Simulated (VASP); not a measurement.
# Cr (Pm-3m) in VASP: notebook, part 2 of 2

VASP 6.6.1. The steps go on from the part before.

## (4) Single point, PBE, collinear spin, ferromagnetic start (volume scaled by 1.04)

Contents of INCAR:

```
PREC = Accurate
ENCUT = 520
EDIFF = 1E-6
ISMEAR = -1
SIGMA = 0.05
LREAL = F
LASPH = T
NELM = 150
ALGO = Normal
ISIF = 2
LWAVE = F
LCHARG = F
ISPIN = 2
MAGMOM = 1.5
LORBIT = 11
LMAXMIX = 4
GGA = PE
NBANDS = 16
```

Contents of KPOINTS:

```
regular mesh
0
Gamma
  15 15 15
```

Contents of POSCAR:

```
Cr
1.0
    2.3679278765      0.0000000000      0.0000000000
    0.0000000000      2.3679278765      0.0000000000
    0.0000000000      0.0000000000      2.3679278765
Cr
1
Direct
    0.0000000000      0.0000000000      0.0000000000
```

Potentials or basis: VASP PAW PBE potentials, release 64 (Cr_pv).

Run with:

```console
cat potpaw_PBE.64/Cr_pv/POTCAR > POTCAR
mpirun -np 1 vasp_std > vasp.out
```

OUTCAR:

```text
PREC = Accurate
   ENCUT = 520
   EDIFF = 1E-6
   ISMEAR = -1
   LREAL = F
   LASPH = T
   NELM = 150
   ISIF = 2
   ISPIN = 2
   LORBIT = 11
   GGA = PE

 ion  position               nearest neighbor table
   1  0.000  0.000  0.000-

  LATTYP: Found a simple cubic cell.
 ALAT       =     2.3679278765

  Lattice vectors:

 A1 = (   2.3679278765,   0.0000000000,   0.0000000000)
 A2 = (   0.0000000000,   2.3679278765,   0.0000000000)
 A3 = (   0.0000000000,   0.0000000000,   2.3679278765)

Analysis of symmetry for initial positions (statically):
=====================================================================
 Subroutine PRICEL returns:
 Original cell was already a primitive cell.

 Routine SETGRP: Setting up the symmetry group for a
 simple cubic supercell.

 Subroutine GETGRP returns: Found 48 space group operations
 (whereof 48 operations were pure point group operations)
 out of a pool of 48 trial point group operations.

The static configuration has the point symmetry O_h .

Analysis of symmetry for dynamics (positions and initial velocities):
=====================================================================
 Subroutine PRICEL returns:
 Original cell was already a primitive cell.

 Routine SETGRP: Setting up the symmetry group for a
 simple cubic supercell.

 Subroutine GETGRP returns: Found 48 space group operations
 (whereof 48 operations were pure point group operations)
 out of a pool of 48 trial point group operations.

The dynamic configuration has the point symmetry O_h .

Analysis of structural, dynamic, and magnetic symmetry:
=====================================================================
 Subroutine PRICEL returns:
 Original cell was already a primitive cell.

 Routine SETGRP: Setting up the symmetry group for a
 simple cubic supercell.

 Subroutine GETGRP returns: Found 48 space group operations
 (whereof 48 operations were pure point group operations)
 out of a pool of 48 trial point group operations.

The overall configuration has the point symmetry O_h .

 Subroutine INISYM returns: Found 48 space group operations
 (whereof 48 operations are pure point group operations),
 and found     1 'primitive' translations

----------------------------------------------------------------------------------------

                                     Primitive cell

  volume of cell :      13.2772

  direct lattice vectors                    reciprocal lattice vectors
     2.367927877  0.000000000  0.000000000     0.422310160  0.000000000  0.000000000
     0.000000000  2.367927877  0.000000000     0.000000000  0.422310160  0.000000000
     0.000000000  0.000000000  2.367927877     0.000000000  0.000000000  0.422310160

  length of vectors
     2.367927877  2.367927877  2.367927877     0.422310160  0.422310160  0.422310160

  position of ions in fractional coordinates (direct lattice)
     0.000000000  0.000000000  0.000000000

  ion indices of the primitive-cell ions
   primitive index   ion index
                 1           1

----------------------------------------------------------------------------------------

 KPOINTS: regular mesh

Automatic generation of k-mesh.
[... 23 lines left out ...]
  0.000000  0.000000  0.000000      1.000000
  0.066667  0.000000  0.000000      6.000000
  0.133333  0.000000  0.000000      6.000000
  0.200000  0.000000  0.000000      6.000000
  0.266667  0.000000  0.000000      6.000000
  0.333333  0.000000  0.000000      6.000000
[... 16 lines left out ...]
  0.266667  0.200000  0.000000     24.000000
  0.333333  0.200000  0.000000     24.000000
 [... further k-points ...]
   k-points           NKPTS =    120   k-points in BZ     NKDIM =    120   number of bands    NBANDS=     16
   number of dos      NEDOS =    301   number of ions     NIONS =      1
   total plane-waves  NPLWV =   5832
   dimension x,y,z NGX =    18 NGY =   18 NGZ =   18
   dimension x,y,z NGXF=    36 NGYF=   36 NGZF=   36
   ions per type =               1
   NGX,Y,Z   is equivalent  to a cutoff of  12.64, 12.64, 12.64 a.u.
   NGXF,Y,Z  is equivalent  to a cutoff of  25.27, 25.27, 25.27 a.u.
 SYSTEM =  unknown system
   PREC   = accura    normal or accurate (medium, high low for compatibility)
   ISTART =      0    job   : 0-new  1-cont  2-samecut
   ICHARG =      2    charge: 1-file 2-atom 10-const
   ISPIN  =      2    spin polarized calculation?
   LNONCOLLINEAR =      F non collinear calculations
   LSORBIT =      F    spin-orbit coupling
   LASPH  =      T    aspherical Exc in radial PAW
   ENCUT  =  520.0 eV  38.22 Ry    6.18 a.u.   4.40  4.40  4.40*2*pi/ulx,y,z
   NELM   =    150;   NELMIN=  2; NELMDL= -5     # of ELM steps
   EDIFF  = 0.1E-05   stopping-criterion for ELM
   LREAL  =      F    real-space projection
[... 7 lines left out ...]
   TEBEG  =    0.0;   TEEND  =   0.0 temperature during run
   PSTRESS=    0.0 pullay stress
   NELECT =      12.0000    total number of electrons
   NUPDOWN=      -1.0000    fix difference up-down
   EMIN   =  10.00;   EMAX   =-10.00  energy-range for DOS
   EFERMI =   0.00;   METHOD = LEGACY
   ISMEAR =    -1;   SIGMA  =   0.05  broadening in eV -4-tet -1-fermi 0-gaus
   EFERMI_NEDOS =   21; number of points for ismear=-14 and -15
   IALGO  =     38    algorithm
   IMIX   =      4    mixing-type and parameters
     AMIX     =   0.40;   BMIX     =  1.00
     AMIX_MAG =   1.60;   BMIX_MAG =  1.00
  volume/ion in A,a.u.               =      13.28        89.60
  Fermi-wavevector in a.u.,A,eV,Ry     =   1.582827  2.991109 34.087237  2.505341
  Thomas-Fermi vector in A             =   2.682691
   LORBIT       =     11    0 simple, 1 ext, 2 COOP (PROOUT), +10 PAW based schemes
   GGA     = PE    functional components
   LHFCALC =     F    Hartree Fock is set to
   AEXX    =    0.0000 exact exchange contribution
   IVDW    =     0    specifies the selected vdW correction
   LEPSILON=     F    determine dielectric tensor
   LRPA    =     F    only Hartree local field effects (RPA)
 spin polarized calculation
  energy-cutoff  :      520.00
  volume of cell :       13.28
 maximum number of plane-waves:       370
 NGX is ok and might be reduce to    18
   NGX =  9   NGY =  9   NGZ =  9

 number of electron      12.0000023 magnetization       0.0013949

 Free energy of the ion-electron system (eV)
  ---------------------------------------------------
  ext. energy  EPLUGINS =         0.00000000
  ---------------------------------------------------
  free energy    TOTEN  =        -8.48547911 eV

  energy without entropy =       -8.46820793  energy(sigma->0) =       -8.47684352

 E-fermi :   9.1603     XC(G=0): -12.7549

 val. band max:        9.1600342388   @ k =   0.4667   0.3333   0.2000
 cond. band min:       9.1664811454   @ k =   0.4667   0.2667   0.0667
 fundamental gap:      0.0064469066
 Fermi energy:         9.1602744177

 spin component 1

 k-point     1 :       0.0000    0.0000    0.0000
  band No.  band energies     occupation
      1     -33.3822      1.00000
      2     -33.3822      1.00000
      3     -33.3822      1.00000
      4       1.9763      1.00000
      5       6.1643      1.00000
      6       6.1643      1.00000
[... 435 lines left out ...]
      5       7.0826      1.00000
      6       8.2429      1.00000
[... 8 lines left out ...]
     15      34.9048      0.00000
     16      41.3419      0.00000

 [... further k-points ...]

 spin component 2

 k-point     1 :       0.0000    0.0000    0.0000
  band No.  band energies     occupation
      1     -33.3808      1.00000
      2     -33.3808      1.00000
      3     -33.3808      1.00000
      4       1.9768      1.00000
      5       6.1654      1.00000
      6       6.1654      1.00000
[... 435 lines left out ...]
      5       7.0837      1.00000
      6       8.2440      1.00000
[... 8 lines left out ...]
     15      34.9054      0.00000
     16      41.3427      0.00000

 [... further k-points ...]
[... 5 lines left out ...]
  --------------------------------------------------------------------------------------
  -------------------------------------------------------------------------------------
  Total       -0.5096675     -0.5096675     -0.5096675      0.0000000      0.0000000     -0.0000000
  in kB      -61.5024016    -61.5024016    -61.5024016      0.0000000      0.0000000     -0.0000000
  external PRESSURE =     -61.5024016 kB  Pullay stress =       0.0000000 kB

 VOLUME and BASIS-vectors are now :
 -----------------------------------------------------------------------------
  energy-cutoff  :      520.00
  volume of cell :       13.28
      direct lattice vectors                 reciprocal lattice vectors
     2.367927877  0.000000000  0.000000000     0.422310160  0.000000000  0.000000000
     0.000000000  2.367927877  0.000000000     0.000000000  0.422310160  0.000000000
     0.000000000  0.000000000  2.367927877     0.000000000  0.000000000  0.422310160

 POSITION                                       TOTAL-FORCE (eV/Angst)
 -----------------------------------------------------------------------------------
      0.00000      0.00000      0.00000         0.000000      0.000000      0.000000
 -----------------------------------------------------------------------------------
    total drift:                               -0.000000      0.000000      0.000000

  FREE ENERGIE OF THE ION-ELECTRON SYSTEM (eV)
  ---------------------------------------------------
  free  energy   TOTEN  =        -8.4854791103 eV

  energy  without entropy=       -8.4682079304  energy(sigma->0) =       -8.47684352

 total charge

# of ion       s       p       d       tot
------------------------------------------
    1        0.433   6.283   4.299  11.014

 magnetization (x)

# of ion       s       p       d       tot
------------------------------------------
    1        0.000   0.000   0.001   0.001
```

stdout:

```text
POSCAR found type information on POSCAR Cr
 POSCAR found :  1 types and       1 ions
 scaLAPACK will be used
 LDA part: xc-table for (Slater+PW92), standard interpolation
 POSCAR, INCAR and KPOINTS ok, starting setup
 FFT: planning ... GRIDC
 FFT: planning ... GRID_SOFT
 FFT: planning ... GRID
 WAVECAR not read
 entering main loop
```

Wall time 20 s (1 thread of Intel Xeon 6975P-C (Granite Rapids), shared host); peak memory 0.15 GiB.

What came out:

| Quantity | Value |
| --- | --- |
| Free energy | -8.4855 eV |
| Pressure | -6.2 GPa |
| Band gap on the k mesh | zero (filled and empty bands overlap) |
| Net moment | 0.00 μB per cell |
| Valence electrons inside the program's atomic spheres | Cr 11.01 |

Caveat: the starting moments collapsed, and a magnetic state may lie lower.
